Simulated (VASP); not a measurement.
**Cl2: single point with PBE+D3(BJ)**

The system is Cl2, in a box.

```
Cl
1.0
     4.91528    0.00000    0.00000
     0.00000    5.42209    0.00000
     0.00000    0.00000   26.88485
Cl
2
Cartesian
  1.6520 1.6403 17.2976
  3.7638 -1.1714 16.8828
```

```
Program                : VASP 6.6.1
Task                   : single point
Functional             : PBE
Dispersion             : D3(BJ)
Potentials or basis    : VASP PAW PBE potentials, release 64 (Cl)
Cutoff                 : 400 eV
k mesh                 : 3 × 3 × 1
Occupations            : gaussian, width 0.05 eV
Spin                   : no spin polarisation
Dipole correction      : yes
Further INCAR settings : ALGO = Normal; EDIFF = 1e-06; NBANDS = 14; NELMDL = -8
```

```
Largest force                   : 0.351 eV/Å
Gap between the frontier levels : zero (band 7 reaches -7.91 eV, above the bottom of band 8 at -8.00 eV)
Dispersion energy per atom      : -0.042 eV
```

Forces in eV/Å, atoms in the order of the input:
```
Cl   0.275  0.138 -0.169
Cl  -0.275 -0.138  0.169
```

Levels at points of the mesh, in eV from the Fermi level:
```
           k point  band 5  band 6  band 7  band 8  band 9  band 10
(0.00, 0.00, 0.00)   -0.41   -0.01    0.06    0.18    7.38     8.30
```

Run time: 110 s on 1 thread of Intel Xeon 8259CL, with other jobs on the host, peak memory 0.49 GiB.

Caveat: the k points lie up to 0.43 Å⁻¹ apart.
